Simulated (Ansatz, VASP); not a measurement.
## Tl2Ga in VASP and in Ansatz

```
Tl Ga
1.0
    -1.87649    1.87649    5.85603
     1.87649   -1.87649    5.85603
     1.87649    1.87649   -5.85603
Tl Ga
2 1
Cartesian
  0.0000 0.0000 7.6509
  0.0000 0.0000 4.0611
  0.0000 0.0000 0.0000
```

Alike in both runs: functional PBE; k mesh 6 × 6 × 6; occupations gaussian, width 0.1 eV; no spin polarisation.

Ansatz relaxed the structure, and its values are those at the end. VASP's run is a single point on that final structure, the one shown.

|  | VASP | Ansatz |
| --- | --- | --- |
| version | VASP 6.6.1 | Ansatz 0.2.0 |
| potentials or method | VASP PAW PBE potentials, release 64 (Tl_d, Ga_d), cutoff 520 eV | scalar-relativistic, plane waves, PAW |
| valence electrons in the cell | 39 | 39 |

```csv
,VASP,Ansatz,Ansatz less VASP
gap on the k mesh at the Fermi level (eV),none,none,-
pressure (GPa),0.0,0.0,+0.02
rms of the force components (eV/Å),0.005,0.004,-0.0006
```

A gap of «none» marks a metal or a gap that the smearing closes. The functional is the same, so the differences come from potentials, cutoffs and numerics.

The k mesh is coarse, so the values compare programs but aren't converged. Neither program's run includes spin-orbit coupling.
